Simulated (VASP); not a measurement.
The system is FePt.

```
Pt Fe
1.0
     2.72350    0.00000    0.00000
     0.00000    2.72350    0.00000
     0.00000    0.00000    3.72000
Pt Fe
1 1
Direct
  0.50000 0.50000 0.50000
  0.00000 0.00000 0.00000
```

| Quantity | Value |
| --- | --- |
| Program | VASP 6.6.1 |
| Task | relaxation of cell and atoms |
| Functional | RPBE |
| Potentials or basis | VASP PAW PBE potentials, release 64 (Pt, Fe) |
| Cutoff | 600 eV |
| k mesh | 10 × 10 × 7 |
| Occupations | fermi-dirac, width 0.05 eV |
| Spin | collinear spin, ferromagnetic start |
| Starting moments | [0.0, 3.0] μB |

At the start: pressure 8.0 GPa; volume 13.80 Å³/atom.

Problem. How do energy, volume and symmetry change on relaxing?

Solution. Over 8 steps the energy falls by 13.2 meV/atom and the volume is 14.35 Å³/atom (+4.0 %); space group P4/mmm (No. 123, to 0.1 Å) before and after; moment 3.37 μB per cell.

Step by step:
| step | energy change (eV) | largest force (eV/Å) | pressure (GPa) | volume (Å³) |
| --- | --- | --- | --- | --- |
| 1 | 0.0000 | 0.0000 | 7.97 | 27.59 |
| 2 | 0.0263 | 0.0000 | -9.16 | 30.43 |
| 3 | -0.0263 | 0.0000 | -0.10 | 28.71 |
| 4 | -0.0263 | 0.0000 | -0.03 | 28.69 |
| 5 | -0.0263 | 0.0000 | 0.29 | 28.67 |
| 6 | -0.0263 | 0.0000 | 0.18 | 28.67 |
| 7 | -0.0263 | 0.0000 | 0.11 | 28.68 |
| 8 | -0.0263 | 0.0000 | 0.01 | 28.70 |

Final structure:
```yaml
crystal:
  lattice:
    - [2.75736, 0.00000, 0.00000]
    - [0.00000, 2.75736, 0.00000]
    - [0.00000, 0.00000, 3.77482]
  atoms:
    - { symbol: Pt, position: [0.50000, 0.50000, 0.50000] }
    - { symbol: Fe, position: [0.00000, 0.00000, 0.00000] }
```

Caveat: the PAW data sets were made with another functional, which shifts forces and pressure a little.
